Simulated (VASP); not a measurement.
Here is a VASP 6.6.1 calculation.

The input INCAR:

```
PREC = Accurate
ENCUT = 600
EDIFF = 1E-6
ISMEAR = 0
SIGMA = 0.01
LREAL = F
LASPH = T
NELM = 120
ALGO = Normal
ISIF = 2
LWAVE = F
LCHARG = T
GGA = PE
LELF = T
LVHAR = T
NBANDS = 11
GGA_COMPAT = F
```

KPOINTS

```
regular mesh
0
Gamma
  2 2 2
```

POSCAR

```
C
1.0
    0.0000000000      1.7835000000      1.7835000000
    1.7835000000      0.0000000000      1.7835000000
    1.7835000000      1.7835000000      0.0000000000
C
2
Direct
    0.0000000000      0.0000000000      0.0000000000
    0.2230138700      0.1980138700      0.2572797700
```

Potentials or basis: VASP PAW PBE potentials, release 64 (C).

The run is started by

```console
$ cat potpaw_PBE.64/C/POTCAR > POTCAR
$ mpirun -np 1 vasp_std > vasp.out
```

**Question.** Predict the band gap on the k mesh.

**Answer.** 1.17 eV, indirect (least direct gap 1.18 eV).

**Question.** What does it give for the largest force?

**Answer.** 10.531 eV/Å.

Forces on the atoms (eV/Å):
```
C   -5.317 -3.533 -8.375
C    5.317  3.533  8.375
```

Caveat: the k points lie up to 1.53 Å⁻¹ apart; forces of over 1 eV/Å act on the atoms, so gaps and moduli don't describe the material at rest. A k mesh can miss the band edges.
